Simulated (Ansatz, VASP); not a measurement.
Ge in VASP and in Ansatz

Contents of INCAR:

```
SYSTEM = Ge
PREC     = Accurate       ! precision mode
ENCUT    = 520            ! plane-wave cutoff, eV
EDIFF    = 1E-8           ! SCF threshold, eV
ISMEAR   = -1             ! smearing method
SIGMA    = 0.05           ! smearing width, eV
LREAL    = .False.        ! projectors in reciprocal space
LASPH    = .True.         ! aspherical terms in the spheres
NELM     = 80             ! most SCF steps
ALGO     = Normal         ! electronic algorithm
ISIF     = 2              ! what is computed and relaxed
LWAVE    = .False.        ! write WAVECAR
LCHARG   = .False.        ! write CHGCAR
LEFG     = .True.       
NBANDS   = 21             ! bands
```

File KPOINTS:

```
regular mesh
0
Gamma
  10 10 10
  0 0 0
```

POSCAR

```
Ge
1.0
    0.0000000000      2.7710237968      2.7710237968
    2.7710237968      0.0000000000      2.7710237968
    2.7710237968      2.7710237968      0.0000000000
Ge
2
Direct
    0.5000000000      0.5000000000      0.5000000000
    0.7500000000      0.7500000000      0.7500000000
```

Input for Ansatz:

```yaml
crystal:
  lattice:
    - [0.0, 2.7710237968, 2.7710237968]
    - [2.7710237968, 0.0, 2.7710237968]
    - [2.7710237968, 2.7710237968, 0.0]
  atoms:
    - { symbol: Ge, position: [0.5, 0.5, 0.5] }
    - { symbol: Ge, position: [0.75, 0.75, 0.75] }
kpoints:
  mp_grid: { grid: [10, 10, 10] }
scf:
  occupations: { method: fermi_dirac, width: 0.05 }
hamiltonian:
  xc: lda
  pseudopotentials: { kind: all_electron, datasets: crystal }
output:
  forces: true
  stress: true
  eigenvalues: true
  efg: { contact_densities: true }
```

Change from the starting cell: volume scaled by 0.94, crystal datasets.

Alike in both runs: task electric field gradients; functional LDA; k mesh 10 × 10 × 10; occupations fermi-dirac, width 0.05 eV; no spin polarisation.

|  | VASP | Ansatz |
| --- | --- | --- |
| version | VASP 6.6.1 | Ansatz 0.2.0 |
| potentials or method | VASP PAW LDA potentials, release 64 (Ge_d), cutoff 520 eV | all-electron PAW with datasets made for the crystal, scalar-relativistic |

|  | VASP | Ansatz | Ansatz less VASP |
| --- | --- | --- | --- |
| pressure (GPa) | 3.6 | 3.4 | -0.15 |

LDA's correlation is that of Perdew and Zunger in VASP and of Perdew and Wang (1992) in Ansatz. Ansatz ran all-electron here, and VASP with PAW potentials.
